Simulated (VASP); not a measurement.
# C8O in VASP: single point with PBE+D3(BJ)

Aim: the single point of C8O with PBE+D3(BJ).

All numbers are computed with VASP 6.6.1; they aren't measurements. Logs are shortened: lines on timing, memory, paths and dates and some standing lists are left out, and cuts for length are marked.

## (1) The cell of the first run

The cell holds a slab with vacuum, 9 atoms: a = 2.465 Å, b = 2.465 Å, c = 29.108 Å, α = 90.00°, β = 90.00°, γ = 120.00°.

## (2) Single point, PBE+D3(BJ)

The input, INCAR:

```
SYSTEM = C8O
PREC = Accurate ; ENCUT = 520
EDIFF = 1E-6 ; ISMEAR = 0
SIGMA = 0.1 ; LREAL = .FALSE.
LASPH = .TRUE. ; NELM = 60
ALGO = Normal ; ISIF = 2
LWAVE = .FALSE. ; LCHARG = .FALSE.
LDIPOL = .TRUE. ; IDIPOL = 3
DIPOL = 0.5 0.5 0.501 ; GGA = PE
IVDW = 12 ; NBANDS = 29
```

The input, KPOINTS:

```
Automatic mesh
0
G
  12 12 1
  0 0 0
```

The input, POSCAR:

```
C8O
1.0
    2.4649796670      0.0000000000      0.0000000000
   -1.2324898335      2.1347350114      0.0000000000
    0.0000000000      0.0000000000     29.1076495408
C O
8 1
Direct
    0.0000000000      0.0000000000      0.2920194646
    0.6666666667      0.3333333333      0.2920194566
    0.0000000000      0.0000000000      0.4077696707
    0.3333333333      0.6666666667      0.4077696627
    0.0000000000      0.0000000000      0.5235198769
    0.6666666667      0.3333333333      0.5235198689
    0.0000000000      0.0000000000      0.6392700831
    0.3333333333      0.6666666667      0.6392700751
    0.0000000000      0.2500000000      0.7865408154
```

Potentials or basis: VASP PAW PBE potentials, release 64 (C, O).

Launch:

```
$ cat potpaw_PBE.64/C/POTCAR potpaw_PBE.64/O/POTCAR > POTCAR
$ mpirun -np 1 vasp_std > vasp.out
```

OUTCAR:

```text
SYSTEM = C8O
   PREC = Accurate
   ENCUT = 520
   EDIFF = 1E-6
   ISMEAR = 0
   LREAL = .FALSE.
   LASPH = .TRUE.
   NELM = 60
   ISIF = 2
   GGA = PE
   IVDW = 12
 IVDW          = 12

 ion  position               nearest neighbor table
   1  0.000  0.000  0.292-   2 1.42   2 1.42   2 1.42
   2  0.667  0.333  0.292-   1 1.42   1 1.42   1 1.42
   3  0.000  0.000  0.408-   4 1.42   4 1.42   4 1.42
   4  0.333  0.667  0.408-   3 1.42   3 1.42   3 1.42
   5  0.000  0.000  0.524-   6 1.42   6 1.42   6 1.42
   6  0.667  0.333  0.524-   5 1.42   5 1.42   5 1.42
   7  0.000  0.000  0.639-   8 1.42   8 1.42   8 1.42
   8  0.333  0.667  0.639-   7 1.42   7 1.42   7 1.42
   9  0.000  0.250  0.787-

  LATTYP: Found a hexagonal cell.
 ALAT       =     2.4649796670
 C/A-ratio  =    11.8084745000

  Lattice vectors:

 A1 = (   2.4649796670,   0.0000000000,   0.0000000000)
 A2 = (  -1.2324898335,   2.1347350114,   0.0000000000)
 A3 = (   0.0000000000,   0.0000000000,  29.1076495408)

Analysis of symmetry for initial positions (statically):
=====================================================================
 Subroutine PRICEL returns:
 Original cell was already a primitive cell.

 Routine SETGRP: Setting up the symmetry group for a
 hexagonal supercell.

 Subroutine GETGRP returns: Found  1 space group operations
 (whereof  1 operations were pure point group operations)
 out of a pool of 24 trial point group operations.

The static configuration has the point symmetry C_1 .

Analysis of symmetry for dynamics (positions and initial velocities):
=====================================================================
 Subroutine PRICEL returns:
 Original cell was already a primitive cell.

 Routine SETGRP: Setting up the symmetry group for a
 hexagonal supercell.

 Subroutine GETGRP returns: Found  1 space group operations
 (whereof  1 operations were pure point group operations)
 out of a pool of 24 trial point group operations.

The dynamic configuration has the point symmetry C_1 .

 Subroutine INISYM returns: Found  1 space group operations
 (whereof  1 operations are pure point group operations),
 and found     1 'primitive' translations

[... 119 lines left out ...]
   NELECT =      38.0000    total number of electrons
   NUPDOWN=      -1.0000    fix difference up-down
   EMIN   =  10.00;   EMAX   =-10.00  energy-range for DOS
   EFERMI =   0.00;   METHOD = LEGACY
   ISMEAR =     0;   SIGMA  =   0.10  broadening in eV -4-tet -1-fermi 0-gaus
   EFERMI_NEDOS =   21; number of points for ismear=-14 and -15
   IALGO  =     38    algorithm
   IMIX   =      4    mixing-type and parameters
     AMIX     =   0.40;   BMIX     =  1.00
     AMIX_MAG =   1.60;   BMIX_MAG =  1.00
  volume/ion in A,a.u.               =      17.02       114.85
  Fermi-wavevector in a.u.,A,eV,Ry     =   1.028682  1.943927 14.397508  1.058187
  Thomas-Fermi vector in A             =   2.162691
   LORBIT       =      0    0 simple, 1 ext, 2 COOP (PROOUT), +10 PAW based schemes
   GGA     = PE    functional components
   LHFCALC =     F    Hartree Fock is set to
   AEXX    =    0.0000 exact exchange contribution
   IVDW    =    12    specifies the selected vdW correction
   LEPSILON=     F    determine dielectric tensor
   LRPA    =     F    only Hartree local field effects (RPA)
 non-spin polarized calculation
 Gauss-broadening in eV      SIGMA  =   0.10
  energy-cutoff  :      520.00
  volume of cell :      153.17
 maximum number of plane-waves:      4180
   NGX =  9   NGY =  9   NGZ =109

 dipolmoment           0.000000      0.000000     -0.108708 electrons x Angstroem

 number of electron      37.9999991 magnetization

 dipolmoment           0.000000      0.000000      0.145406 electrons x Angstroem

 Free energy of the ion-electron system (eV)
  ---------------------------------------------------
  ext. energy  EPLUGINS =         0.00000000
  ---------------------------------------------------
  free energy    TOTEN  =       -75.66197250 eV

  energy without entropy =      -75.64042660  energy(sigma->0) =      -75.65119955

 E-fermi :  -1.1600     XC(G=0):  -6.0267

 val. band max:       -1.2177954441   @ k =   0.5000   0.5000   0.0000
 cond. band min:      -1.1593412375   @ k =   0.3333   0.3333   0.0000
 fundamental gap:      0.0584542066
 Fermi energy:        -1.1600174273

 k-point     1 :       0.0000    0.0000    0.0000
  band No.  band energies     occupation
      1     -20.7486      2.00000
      2     -20.6222      2.00000
      3     -20.4990      2.00000
      4     -19.7302      2.00000
      5     -18.1277      2.00000
      6      -9.3960      2.00000
[... 757 lines left out ...]
     28       7.4880      0.00000
     29       7.6604      0.00000

 [... further k-points ...]

------------------------ aborting loop because EDIFF is reached ----------------------------------------

 vacuum level on the upper side and lower side of the slab       (xc-potential included)         2.169        -2.730

 Edisp (eV)   -1.15283

 E8    (eV) :    -0.3311

  FORCE on cell =-STRESS in cart. coord.  units (eV):
  Direction    XX          YY          ZZ          XY          YZ          ZX
  --------------------------------------------------------------------------------------
  -------------------------------------------------------------------------------------
  Total      -2.61546    -2.61168    -0.26700     0.00041    -0.00024     0.00074
  in kB     -27.35859   -27.31904    -2.79290     0.00434    -0.00256     0.00778
  external pressure =      -19.16 kB  Pullay stress =        0.00 kB

 VOLUME and BASIS-vectors are now :
 -----------------------------------------------------------------------------
  energy-cutoff  :      520.00
  volume of cell :      153.17
      direct lattice vectors                 reciprocal lattice vectors
     2.464979667  0.000000000  0.000000000     0.405682860  0.234221108  0.000000000
    -1.232489834  2.134735011  0.000000000     0.000000000  0.468442216  0.000000000
     0.000000000  0.000000000 29.107649541     0.000000000  0.000000000  0.034355230

 POSITION                                       TOTAL-FORCE (eV/Angst)
 -----------------------------------------------------------------------------------
      0.00000      0.00000      8.50000        -0.000003      0.000004      0.008307
      1.23249      0.71158      8.50000         0.000005     -0.000002     -0.011928
      0.00000      0.00000     11.86922         0.000003     -0.000004      0.002088
     -0.00000      1.42316     11.86922        -0.000002      0.000002      0.000913
      0.00000      0.00000     15.23843        -0.000019      0.000058      0.001018
      1.23249      0.71158     15.23843         0.000014     -0.000042     -0.007708
      0.00000      0.00000     18.60765         0.000049     -0.000564      0.033745
     -0.00000      1.42316     18.60765        -0.000216      0.000592      0.032464
     -0.30812      0.53368     22.89435         0.000168     -0.000045     -0.058899
 -----------------------------------------------------------------------------------
    total drift:                                0.000000      0.000000      0.000115

  FREE ENERGIE OF THE ION-ELECTRON SYSTEM (eV)
  ---------------------------------------------------
  free  energy   TOTEN  =       -76.8147998354 eV

  energy  without entropy=      -76.7932539370  energy(sigma->0) =      -76.80402689

 vacuum level on the upper side and lower side of the slab         7.918         2.938
```

OSZICAR:

```text
N       E                     dE             d eps       ncg     rms          rms(c)
DAV:   1     0.235170604873E+03    0.23517E+03   -0.17818E+04  4300   0.112E+03
DAV:   2    -0.574847654251E+02   -0.29266E+03   -0.28203E+03  5845   0.263E+02
DAV:   3    -0.800257267853E+02   -0.22541E+02   -0.22264E+02  5203   0.760E+01
[... 19 lines left out ...]
DAV:  23    -0.756619607827E+02   -0.26686E-04   -0.22878E-06  4118   0.758E-03    0.274E-03
DAV:  24    -0.756619666510E+02   -0.58682E-05   -0.65363E-07  3751   0.451E-03    0.146E-03
DAV:  25    -0.756619699560E+02   -0.33050E-05   -0.22098E-07  3398   0.231E-03    0.350E-04
DAV:  26    -0.756619715872E+02   -0.16312E-05   -0.57145E-08  3319   0.123E-03    0.821E-04
DAV:  27    -0.756619724991E+02   -0.91190E-06   -0.16268E-08  3426   0.743E-04
   1 F= -.76814800E+02 E0= -.76804027E+02  d E =-.215459E-01
```

Wall time 12 min (1 thread of Oxide Virtual Turin-like, shared host); peak memory 0.38 GiB.

What came out:

```
Free energy                : -76.8148 eV
Largest force              : 0.059 eV/Å
Band gap on the k mesh     : zero (band 19 reaches 0.11 eV, above the bottom of band 20 at -1.23 eV)
Dispersion energy per atom : -0.128 eV
```

Forces in eV/Å, atoms in the order of the input:
```
C    0.000  0.000  0.008
C    0.000  0.000 -0.012
C    0.000  0.000  0.002
C    0.000  0.000  0.001
C    0.000  0.000  0.001
C    0.000  0.000 -0.008
C    0.000 -0.001  0.034
C    0.000  0.001  0.032
O    0.000  0.000 -0.059
```
